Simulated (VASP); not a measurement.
Co3W, 4 atoms in the cell. The structure is cubic, space group Pm-3m (No. 221). The conventional cell has a = 3.590 Å, b = 3.590 Å, c = 3.590 Å, α = 90.00°, β = 90.00°, γ = 90.00°. Within 3.4 Å of W (site symmetry m-3m) lie 12 Co at 2.54 Å. Co (site symmetry 4/mmm) has 4 W at 2.54 Å and 8 Co at 2.54 Å within 3.4 Å. 

| Quantity | Value |
| --- | --- |
| Program | VASP 6.6.1 |
| Task | single point |
| Functional | PBEsol |
| Potentials or basis | VASP PAW PBE potentials, release 64 (W_sv, Co) |
| Cutoff | 520 eV |
| k mesh | 8 × 8 × 8 |
| Occupations | fermi-dirac, width 0.05 eV |
| Spin | collinear spin, ferromagnetic start |
| Starting moments | [0.0, 2.0, 2.0, 2.0] μB |
| Dipole correction | no |
| Further INCAR settings | ALGO = Normal; EDIFF = 1e-06; NBANDS = 32 |

Potentials or basis: VASP PAW PBE potentials, release 64 (W_sv, Co).

Command:

```bash
$ cat potpaw_PBE.64/W_sv/POTCAR potpaw_PBE.64/Co/POTCAR > POTCAR
$ mpirun -np 1 vasp_std > vasp.out
```

Hardware: 1 thread of AMD EPYC 9R14 (Zen 4), with other jobs on the host.

**Question.** Estimate the wall time of this run.

**Answer.** It took 86 s on 1 thread of AMD EPYC 9R14 (Zen 4), on a shared host, peak memory 0.19 GiB. Counts: scf iterations 18, k points 35.
